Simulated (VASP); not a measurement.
Input of a VASP 6.6.1 run:

Contents of POSCAR:

```
Si
1.0
    2.5550292445      0.0000000000      0.0000000000
   -1.2775146223      2.2127202332      0.0000000000
    0.0000000000      0.0000000000      2.3430366705
Si
1
Direct
    0.0000000000      0.0000000000      0.0000000000
```

The input INCAR.step1:

```
PREC     = Accurate       # precision mode
ENCUT    = 520            # plane-wave cutoff, eV
ISMEAR   = 0              # smearing method
SIGMA    = 0.15           # smearing width, eV
LREAL    = F              # projectors in reciprocal space
LASPH    = T              # aspherical terms in the spheres
NELM     = 60             # most SCF steps
NBANDS   = 8              # bands
GGA      = PE             # functional
ALGO     = Normal         # electronic algorithm
EDIFF    = 1E-4           # SCF threshold, eV
LWAVE    = T              # write WAVECAR
LCHARG   = F              # write CHGCAR
```

Contents of INCAR.step2:

```
PREC     = Accurate       # precision mode
ENCUT    = 520            # plane-wave cutoff, eV
EDIFF    = 1E-6           # SCF threshold, eV
ISMEAR   = 0              # smearing method
SIGMA    = 0.15           # smearing width, eV
LREAL    = F              # projectors in reciprocal space
LASPH    = T              # aspherical terms in the spheres
NELM     = 60             # most SCF steps
ALGO     = Normal         # electronic algorithm
ISIF     = 2              # what is computed and relaxed
LWAVE    = F              # write WAVECAR
LCHARG   = T              # write CHGCAR
METAGGA  = R2SCAN         # meta-GGA
LMIXTAU  = T            
LELF     = T              # ELF
LVHAR    = T            
NBANDS   = 8              # bands
ISTART   = 1
```

Contents of KPOINTS:

```
Automatic mesh
0
Gamma
  24 24 20
```

Potentials or basis: VASP PAW PBE potentials, release 64 (Si).

Run with:

```bash
$ cat potpaw_PBE.64/Si/POTCAR > POTCAR
$ cp INCAR.step1 INCAR
$ mpirun -np 1 vasp_std > vasp.out
$ cp INCAR.step2 INCAR
$ mpirun -np 1 vasp_std > vasp.out
```

(1) What does it give for the band gap on the k mesh?

(2) What does it give for the pressure?

Results:

(1) zero (bands 2 and 3 overlap by 13.69 eV).

(2) 18.3 GPa.

Caveat: the cell differs from its parent crystal (strain -0.025 along x and y, -0.050 along z); the stress differs along the axes, from 14 to 26 GPa; the PAW data sets were made with another functional, which shifts forces and pressure a little.
